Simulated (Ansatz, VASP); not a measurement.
Two plane-wave programs on MgS

Contents of INCAR:

```
SYSTEM = MgS
PREC = Accurate
ENCUT = 520
EDIFF = 1E-6
ISMEAR = 0
SIGMA = 0.05
LREAL = .False.
LASPH = .True.
NELM = 80
ALGO = Normal
ISIF = 2
LWAVE = .False.
LCHARG = .True.
GGA = CA
LELF = .True.
LVHAR = .True.
NBANDS = 11
```

The input KPOINTS:

```
Automatic mesh
0
Gamma
  8 8 8
  0 0 0
```

Contents of POSCAR:

```
MgS
1.0
    0.0000000000      2.9918975000      2.6016500000
    2.2114025000      0.0000000000      2.6016500000
    2.2114025000      2.9918975000      0.0000000000
Mg S
1 1
Direct
    0.0000000000      0.0000000000      0.0000000000
    0.5000000000      0.5000000000      0.5000000000
```

Input for Ansatz:

```yaml
crystal:
  lattice:
    - [0.0, 2.9918975, 2.60165]
    - [2.2114025, 0.0, 2.60165]
    - [2.2114025, 2.9918975, 0.0]
  atoms:
    - { symbol: Mg, position: [0.0, 0.0, 0.0] }
    - { symbol: S, position: [0.5, 0.5, 0.5] }
basis:
  ecutwfc: 420
kpoints:
  mp_grid: { grid: [8, 8, 8] }
hamiltonian:
  xc: lda
scf:
  occupations: { method: gaussian, width: 0.05 }
output:
  forces: true
  stress: true
  eigenvalues: true
```

Change from the starting cell: strain -0.1500 x Voigt [1, -1, 0, 0, 0, 0], atoms carried along.

Alike in both runs: task single point; functional LDA; k mesh 8 × 8 × 8; occupations gaussian, width 0.05 eV; no spin polarisation.

|  | VASP | Ansatz |
| --- | --- | --- |
| version | VASP 6.6.1 | Ansatz 0.2.0 |
| potentials or method | VASP PAW LDA potentials, release 64 (Mg, S), cutoff 520 eV | scalar-relativistic, plane waves, PAW |
| valence electrons in the cell | 8 | 16 |

Ansatz gave:

| Property | Result |
| --- | --- |
| gap on the k mesh at the Fermi level (eV) | 2.39 |
| least direct gap on the mesh (eV) | 3.26 |
| pressure (GPa) | 10.5 |
| traceless stress, the component that is largest in VASP (GPa) | 26.97 |

Task: What did VASP give for the same quantities?

Result: gap on the k mesh at the Fermi level (eV): 2.40; least direct gap on the mesh (eV): 3.27; pressure (GPa): 10.1; traceless stress, the component that is largest in VASP (GPa): 27.29.

LDA's correlation is that of Perdew and Zunger in VASP and of Perdew and Wang (1992) in Ansatz. VASP's potentials hold 8 valence electrons a cell and Ansatz's 16, so a difference there can come from the potentials and not from the codes.
